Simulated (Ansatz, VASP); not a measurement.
**Two plane-wave programs on HfB2**

```
CELL_PARAMETERS angstrom
4.58135 0.00000 0.00000
-2.29067 3.96756 0.00000
0.00000 0.00000 4.18842
ATOMIC_POSITIONS crystal
Hf 0.33333 0.66667 0.09529
Hf 0.66667 0.33333 0.09529
B 0.50000 0.00000 0.59529
B 0.00000 0.50000 0.59529
B 0.50000 0.50000 0.59529
B 0.00000 0.00000 0.09500
```

Alike in both runs: functional PBE; k mesh 6 × 6 × 6; occupations gaussian, width 0.1 eV; no spin polarisation.

Ansatz relaxed the structure, and its values are those at the end. VASP's run is a single point on that final structure, the one shown.

|  | VASP | Ansatz |
| --- | --- | --- |
| version | VASP 6.6.1 | Ansatz 0.2.0 |
| potentials or method | VASP PAW PBE potentials, release 64 (Hf_pv, B), cutoff 520 eV | scalar-relativistic, plane waves, PAW |
| valence electrons in the cell | 32 | 64 |

|  | VASP | Ansatz | Ansatz less VASP |
| --- | --- | --- | --- |
| gap on the k mesh at the Fermi level (eV) | none | none | - |
| pressure (GPa) | -0.1 | 0.0 | +0.14 |

A gap of «none» marks a metal or a gap that the smearing closes. VASP's potentials hold 32 valence electrons a cell and Ansatz's 64, so a difference there can come from the potentials and not from the codes.

Spin-orbit coupling is off throughout.
